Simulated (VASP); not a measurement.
AlCo3, 4 atoms in the cell. Symmetry: Pm-3m, No. 221, cubic system. Conventional cell: a = 3.657 Å, b = 3.657 Å, c = 3.657 Å, α = 90.00°, β = 90.00°, γ = 90.00°. Within 3.4 Å of Al (site symmetry m-3m) lie 12 Co at 2.59 Å. Co (site symmetry 4/mmm) has 4 Al at 2.59 Å and 8 Co at 2.59 Å within 3.4 Å.  This cell differs from its parent crystal: volume scaled by 1.06.

```yaml
Program: VASP 6.6.1
Task: single point
Functional: r2SCAN
Potentials_or_basis: VASP PAW PBE potentials, release 64 (Al, Co)
Cutoff: 520 eV
k_mesh: 12 × 12 × 12
Occupations: gaussian, width 0.1 eV
Spin: collinear spin, ferromagnetic start
Starting_moments: "[0.0, 1.78, 1.78, 1.78] μB"
Dipole_correction: no
Further_INCAR_settings: ALGO = Normal; EDIFF = 1e-06; NBANDS = 27
```

Potentials or basis: VASP PAW PBE potentials, release 64 (Al, Co).

The run is started by

```bash
$ cat potpaw_PBE.64/Al/POTCAR potpaw_PBE.64/Co/POTCAR > POTCAR
$ cp INCAR.step1 INCAR
$ mpirun -np 1 vasp_std > vasp.out
$ cp INCAR.step2 INCAR
$ mpirun -np 1 vasp_std > vasp.out
```

Hardware: 1 thread of Intel(R) Xeon(R) 6975P-C (Granite Rapids), with other jobs on the host.

**Question.** Estimate the wall time of this run.

**Answer.** Run time: 6.2 min on 1 thread of Intel(R) Xeon(R) 6975P-C (Granite Rapids), on a shared host, peak memory 0.3 GiB. Counts: k points 84.
